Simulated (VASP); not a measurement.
# TiO2 in VASP: settings compared, part 2 of 2

VASP 6.6.1. Earlier steps stand in the parts before.

## 6. Single point, r2SCAN (shear xy strain +1.5%)

The input, POSCAR:

```
TiO2
1.0
    0.0179762044      2.3968272579      2.3968272579
    2.3968272579      0.0179762044      2.3968272579
    2.4148034623      2.4148034623      0.0000000000
Ti O
1 2
Direct
    0.0000000000      0.0000000000      0.0000000000
    0.2491544639      0.2491544639      0.2508455361
    0.7508455361      0.7508455361      0.7491544639
```

The input, INCAR.step1:

```
SYSTEM = TiO2
  PREC = Accurate
  ENCUT = 520
  ISMEAR = 0
  SIGMA = 0.01
  LREAL = .FALSE.
  LASPH = .TRUE.
  NELM = 80
  NBANDS = 19
  GGA = PE
  ALGO = Normal
  EDIFF = 1E-4
  LWAVE = .TRUE.
  LCHARG = .FALSE.
```

The input, INCAR.step2:

```
SYSTEM = TiO2
  PREC = Accurate
  ENCUT = 520
  EDIFF = 1E-6
  ISMEAR = 0
  SIGMA = 0.01
  LREAL = .FALSE.
  LASPH = .TRUE.
  NELM = 80
  ALGO = Normal
  ISIF = 2
  LWAVE = .FALSE.
  LCHARG = .TRUE.
  METAGGA = R2SCAN
  LMIXTAU = .TRUE.
  LELF = .TRUE.
  LVHAR = .TRUE.
  NBANDS = 19
  ISTART = 1
```

The input, KPOINTS:

```
Automatic mesh
0
G
  10 10 10
  0 0 0
```

Potentials or basis: VASP PAW PBE potentials, release 64 (Ti_sv, O).

The run is started by

```bash
> cat potpaw_PBE.64/Ti_sv/POTCAR potpaw_PBE.64/O/POTCAR > POTCAR
> cp INCAR.step1 INCAR
> mpirun -np 1 vasp_std > vasp.out
> cp INCAR.step2 INCAR
> mpirun -np 1 vasp_std > vasp.out
```

OUTCAR:

```text
SYSTEM = TiO2
   PREC = Accurate
   ENCUT = 520
   EDIFF = 1E-6
   ISMEAR = 0
   LREAL = .FALSE.
   LASPH = .TRUE.
   NELM = 80
   ISIF = 2
   METAGGA = R2SCAN
   ISTART = 1

 ion  position               nearest neighbor table
   1  0.000  0.000  0.000-   3 2.07   3 2.07   2 2.07   2 2.07   3 2.08   2 2.08   3 2.08   2 2.08

   2  0.249  0.249  0.251-   1 2.07   1 2.07   1 2.08   1 2.08
   3  0.751  0.751  0.749-   1 2.07   1 2.07   1 2.08   1 2.08

  LATTYP: Found a body centered orthorhombic cell.
 ALAT       =     3.3642034227
 B/A-ratio  =     1.0151133501
[... 717 lines left out ...]
     18      18.2849      0.00000
     19      22.2404      0.00000

 [... further k-points ...]
[... 5 lines left out ...]
  --------------------------------------------------------------------------------------
  -------------------------------------------------------------------------------------
  Total        0.2719512      0.2719512      0.2724645     -0.1026785      0.0000000      0.0000000
  in kB       15.8228898     15.8228898     15.8527553     -5.9741271      0.0000000      0.0000000
  external PRESSURE =      15.8328449 kB  Pullay stress =       0.0000000 kB

 VOLUME and BASIS-vectors are now :
 -----------------------------------------------------------------------------
  energy-cutoff  :      520.00
  volume of cell :       27.54
      direct lattice vectors                 reciprocal lattice vectors
     0.017976204  2.396827258  2.396827258    -0.210185501  0.210185501  0.208609110
     2.396827258  0.017976204  2.396827258     0.210185501 -0.210185501  0.208609110
     2.414803462  2.414803462  0.000000000     0.207056188  0.207056188 -0.208609110

 POSITION                                       TOTAL-FORCE (eV/Angst)
 -----------------------------------------------------------------------------------
      0.00000      0.00000      0.00000         0.000000     -0.000000     -0.000000
      1.20740      1.20740      1.19436        -0.000000     -0.000000     -0.004420
      3.62221      3.62221      3.59929         0.000000      0.000000      0.004420
 -----------------------------------------------------------------------------------
    total drift:                               -0.000000     -0.000000      0.000000

  FREE ENERGIE OF THE ION-ELECTRON SYSTEM (eV)
  ---------------------------------------------------
  free  energy   TOTEN  =       -34.0999940375 eV

  energy  without entropy=      -34.0999940375  energy(sigma->0) =      -34.09999404
```

OUTCAR.step1:

```text
SYSTEM = TiO2
   PREC = Accurate
   ENCUT = 520
   ISMEAR = 0
   LREAL = .FALSE.
   LASPH = .TRUE.
   NELM = 80
[... 755 lines left out ...]
      0.00000      0.00000      0.00000         0.000000      0.000000      0.000000
      1.20740      1.20740      1.19436         0.000000     -0.000000     -0.013170
      3.62221      3.62221      3.59929         0.000000     -0.000000      0.013170
 -----------------------------------------------------------------------------------
    total drift:                               -0.000000     -0.000000      0.000000

  FREE ENERGIE OF THE ION-ELECTRON SYSTEM (eV)
  ---------------------------------------------------
  free  energy   TOTEN  =       -26.0164930660 eV

  energy  without entropy=      -26.0164930660  energy(sigma->0) =      -26.01649307
```

OSZICAR.step1:

```text
N       E                     dE             d eps       ncg     rms          rms(c)
DAV:   1     0.247159342858E+03    0.24716E+03   -0.12949E+04  6506   0.151E+03
DAV:   2    -0.141112386311E+02   -0.26127E+03   -0.24703E+03  6982   0.413E+02
DAV:   3    -0.349385813314E+02   -0.20827E+02   -0.20584E+02  7542   0.121E+02
DAV:   4    -0.356389546452E+02   -0.70037E+00   -0.69873E+00  9130   0.200E+01
DAV:   5    -0.356505489298E+02   -0.11594E-01   -0.11589E-01  7539   0.249E+00    0.210E+01
DAV:   6    -0.266218167648E+02    0.90287E+01   -0.42637E+01  7856   0.760E+01    0.935E+00
DAV:   7    -0.262495536697E+02    0.37226E+00   -0.10362E+01  7674   0.287E+01    0.597E+00
DAV:   8    -0.260947454147E+02    0.15481E+00   -0.34579E-01  7468   0.588E+00    0.405E+00
DAV:   9    -0.262073584206E+02   -0.11261E+00   -0.21739E+00  7810   0.133E+01    0.392E+00
DAV:  10    -0.260316054125E+02    0.17575E+00   -0.66094E-01  8168   0.709E+00    0.119E+00
DAV:  11    -0.260191547023E+02    0.12451E-01   -0.73230E-02  8207   0.254E+00    0.564E-01
DAV:  12    -0.260166707420E+02    0.24840E-02   -0.79692E-03  7323   0.787E-01    0.165E-01
DAV:  13    -0.260169067532E+02   -0.23601E-03   -0.24748E-04  5073   0.134E-01    0.185E-01
DAV:  14    -0.260164709356E+02    0.43582E-03   -0.19152E-03  8566   0.367E-01    0.199E-02
DAV:  15    -0.260164930660E+02   -0.22130E-04   -0.11195E-04  3873   0.118E-01
   1 F= -.26016493E+02 E0= -.26016493E+02  d E =-.250631E-42
```

Run time: 6.3 min. Hardware: 1 thread of Intel Xeon Platinum 8259CL at 2.50GHz (Skylake/Cascade Lake), shared host; peak memory 0.23 GiB.

Results:

```yaml
Free_energy: -34.1000 eV
Pressure: 1.6 GPa
Largest_force: 0.004 eV/Å
Band_gap_on_the_k_mesh: 1.55 eV, indirect (least direct gap 2.24 eV)
```

Forces in eV/Å, atoms in the order of the input:
```
Ti   0.000  0.000  0.000
O    0.000  0.000 -0.004
O    0.000  0.000  0.004
```

Levels at points of the mesh, in eV from the valence-band top:
| k point | band 10 | band 11 | band 12 | band 13 | band 14 | band 15 |
| --- | --- | --- | --- | --- | --- | --- |
| (0.00, 0.00, 0.00) | -0.94 | -0.91 | -0.89 | 1.55 | 1.55 | 5.69 |
| (0.50, 0.00, 0.00) | -3.37 | -2.65 | -2.60 | 1.85 | 1.89 | 3.21 |
| (0.50, 0.50, 0.00) | -2.24 | -2.06 | 0.00 | 2.24 | 2.25 | 3.19 |
| (0.00, 0.00, 0.50) | -3.33 | -2.65 | -2.59 | 1.83 | 1.87 | 3.11 |
| (0.50, 0.00, 0.50) | -2.15 | -2.15 | 0.00 | 2.24 | 2.26 | 3.19 |

Caveat: the cell differs from its parent crystal (shear xy strain +1.5%); the PAW data sets were made with another functional, which shifts forces and pressure a little.

## 7. Overview

```csv
level,cell,smearing,gap on the mesh (eV),pressure (GPa)
r2SCAN,"a = 3.424 Å, angles 60.0°, 3 atoms",gaussian 0.01 eV,1.51,-6.4
PBE,"a = 3.390, b = 3.339, c = 3.339 Å, angles 61.0, 59.5, 59.5°, 3 atoms",fermi-dirac 0.02 eV,0.82,15.8
r2SCAN,"a = 3.390, b = 3.339, c = 3.339 Å, angles 61.0, 59.5, 59.5°, 3 atoms",gaussian 0.01 eV,1.24,10.8
PBE,"a = 3.390, b = 3.390, c = 3.415 Å, angles 59.8, 59.8, 59.5°, 3 atoms",fermi-dirac 0.02 eV,1.13,6.8
r2SCAN,"a = 3.390, b = 3.390, c = 3.415 Å, angles 59.8, 59.8, 59.5°, 3 atoms",gaussian 0.01 eV,1.55,1.6
```

Alike in all rows: task single point; potentials or basis VASP PAW PBE potentials, release 64 (Ti_sv, O); no spin polarisation; k mesh 10 × 10 × 10; cutoff (eV) 520.

Caveats: the PAW data sets were made with another functional, which shifts forces and pressure a little (some runs).

Total energies depend on the potentials used, so only differences within one code and one set of settings carry meaning.
